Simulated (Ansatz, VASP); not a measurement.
**Two plane-wave programs on KTa2Ti2Te8**

The input POSCAR:

```
KTa2Ti2Te8
1.0
    3.7601112266      0.0000000000      0.0000000000
   -3.7601112265      6.5127036866      0.0000000000
    0.0000000000      0.0000000000     15.7930950857
Ti Ta Te K
2 2 8 1
Direct
    0.0000000000      0.0000000000      0.4469845229
    0.0000000000      0.5000000000      0.4469845229
    0.0000000000      0.5000000000      0.0000000000
    0.0000000000      0.0000000000      0.0000000000
    0.6666666667      0.1666666667      0.8875306105
    0.6666666667      0.6666666667      0.8875306105
    0.6666666667      0.1666666667      0.3383248443
    0.6666666667      0.6666666667      0.3383248443
    0.3333333333      0.3333333333      0.5556442019
    0.3333333333      0.8333333333      0.5556442019
    0.3333333333      0.3333333333      0.1124693895
    0.3333333333      0.8333333333      0.1124693895
    0.0000000000      0.0000000000      0.7243865225
```

File INCAR.step1:

```
PREC = Accurate
ENCUT = 520
ISMEAR = 0
SIGMA = 0.1
LREAL = F
LASPH = T
NELM = 60
NBANDS = 64
GGA = PE
ALGO = Normal
EDIFF = 1E-4
LWAVE = T
LCHARG = F
```

File INCAR.step2:

```
PREC = Accurate
ENCUT = 520
EDIFF = 1E-6
ISMEAR = 0
SIGMA = 0.1
LREAL = F
LASPH = T
NELM = 60
ALGO = Normal
ISIF = 2
LWAVE = F
LCHARG = F
METAGGA = R2SCAN
LMIXTAU = T
NBANDS = 64
ISTART = 1
```

Contents of KPOINTS:

```
Automatic mesh
0
Gamma
  6 6 1
```

Input for Ansatz:

```yaml
crystal:
  lattice:
    - [3.7601112266, 0.0, 0.0]
    - [-3.7601112265, 6.5127036866, 0.0]
    - [0.0, 0.0, 15.7930950857]
  atoms:
    - { symbol: Ti, position: [0.0, 0.0, 0.4469845229] }
    - { symbol: Ti, position: [0.0, 0.5, 0.4469845229] }
    - { symbol: Ta, position: [0.0, 0.5, 0.0] }
    - { symbol: Ta, position: [0.0, 0.0, 0.0] }
    - { symbol: Te, position: [0.6666666667, 0.1666666667, 0.8875306105] }
    - { symbol: Te, position: [0.6666666667, 0.6666666667, 0.8875306105] }
    - { symbol: Te, position: [0.6666666667, 0.1666666667, 0.3383248443] }
    - { symbol: Te, position: [0.6666666667, 0.6666666667, 0.3383248443] }
    - { symbol: Te, position: [0.3333333333, 0.3333333333, 0.5556442019] }
    - { symbol: Te, position: [0.3333333333, 0.8333333333, 0.5556442019] }
    - { symbol: Te, position: [0.3333333333, 0.3333333333, 0.1124693895] }
    - { symbol: Te, position: [0.3333333333, 0.8333333333, 0.1124693895] }
    - { symbol: K, position: [0.0, 0.0, 0.7243865225] }
basis:
  ecutwfc: 500
kpoints:
  mp_grid: { grid: [6, 6, 1] }
hamiltonian:
  xc: r2scan
scf:
  occupations: { method: gaussian, width: 0.1 }
output:
  forces: true
  stress: true
  eigenvalues: true
```

Alike in both runs: task single point; functional r2SCAN; k mesh 6 × 6 × 1; occupations gaussian, width 0.1 eV; no spin polarisation.

```csv
,VASP,Ansatz
version,VASP 6.6.1,Ansatz 0.2.0
potentials or method,"VASP PAW PBE potentials, release 64 (Ti_sv, Ta_pv, Te, K_sv), cutoff 520 eV","scalar-relativistic, plane waves, PAW"
valence electrons in the cell,103,187
```

VASP gave:

```
gap on the k mesh at the Fermi level (eV)                     : none
pressure (GPa)                                                : 0.8
traceless stress, the component that is largest in VASP (GPa) : 0.36
rms of the force components (eV/Å)                            : 0.110
```

Q: Estimate Ansatz's values.

A: gap on the k mesh at the Fermi level (eV): none; pressure (GPa): 0.7; traceless stress, the component that is largest in VASP (GPa): 0.35; rms of the force components (eV/Å): 0.111.

VASP's potentials were made for PBE, not for r2SCAN. Atom by atom the forces differ by 0.008 eV/Å (rms over components). A gap of «none» marks a metal or a gap that the smearing closes. With one functional, cell and mesh, what is left measures potentials, basis and numerics. VASP's potentials hold 103 valence electrons a cell and Ansatz's 187, so a difference there can come from the potentials and not from the codes.

The k mesh is coarse, so the values compare programs but aren't converged. Spin-orbit coupling is off throughout.
